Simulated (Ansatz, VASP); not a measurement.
## One calculation of KF, two programs

```
K F
1.0
     0.00000    2.67185    2.67185
     2.67185    0.00000    2.67185
     2.67185    2.67185    0.00000
K F
1 1
Direct
  0.00000 0.00000 0.00000
  0.50000 0.50000 0.50000
```

Alike in both runs: task single point; functional revPBE; k mesh 6 × 6 × 6; no spin polarisation.

```csv
,VASP,Ansatz
version,VASP 6.6.1,Ansatz 0.2.0
potentials or method,"VASP PAW PBE potentials, release 64 (K_sv, F), cutoff 520 eV","plane waves, PAW"
occupations,"gaussian, width 0.01 eV",fixed
valence electrons in the cell,16,16
```

Ansatz gave:

```
gap on the k mesh at the Fermi level (eV) : 6.49
pressure (GPa)                            : 3.5
```

Problem. What did VASP give for the same quantities?

Solution. gap on the k mesh at the Fermi level (eV): 6.47; pressure (GPa): 3.6.

VASP's potentials were made for PBE, not for revPBE.
